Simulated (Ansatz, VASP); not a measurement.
ReRhO in VASP and in Ansatz

```
CELL_PARAMETERS angstrom
3.64830 0.00000 0.00000
-1.82415 3.15952 0.00000
0.00000 0.00000 6.53747
ATOMIC_POSITIONS crystal
Re 0.66667 0.33333 0.75000
Re 0.33333 0.66667 0.25000
Rh 0.00000 0.00000 0.50000
Rh 0.00000 0.00000 0.00000
O 0.33333 0.66667 0.75000
O 0.66667 0.33333 0.25000
```

Change from the starting cell: species swapped into the EuAgAs type (P6_3/mmc, No. 194).

Alike in both runs: task single point; functional PBE; k mesh 6 × 6 × 4; occupations gaussian, width 0.1 eV; collinear spin.

|  | VASP | Ansatz |
| --- | --- | --- |
| version | VASP 6.6.1 | Ansatz 0.2.0 |
| potentials or method | VASP PAW PBE potentials, release 64 (Re, Rh_pv, O), cutoff 520 eV | scalar-relativistic, plane waves, PAW |
| valence electrons in the cell | 56 | 76 |

```tsv
	VASP	Ansatz	Ansatz less VASP
gap on the k mesh at the Fermi level (eV)	none	none	-
pressure (GPa)	0.6	-0.1	-0.78
traceless stress, the component that is largest in VASP (GPa)	13.75	14.85	+1.093
net moment per atom (μB)	0.00	0.00	0.000
```

A gap of «none» marks a metal or a gap that the smearing closes. VASP's potentials hold 56 valence electrons a cell and Ansatz's 76, so a difference there can come from the potentials and not from the codes. Ansatz's warnings: seeded moment not kept.

Spin-orbit coupling is off throughout.
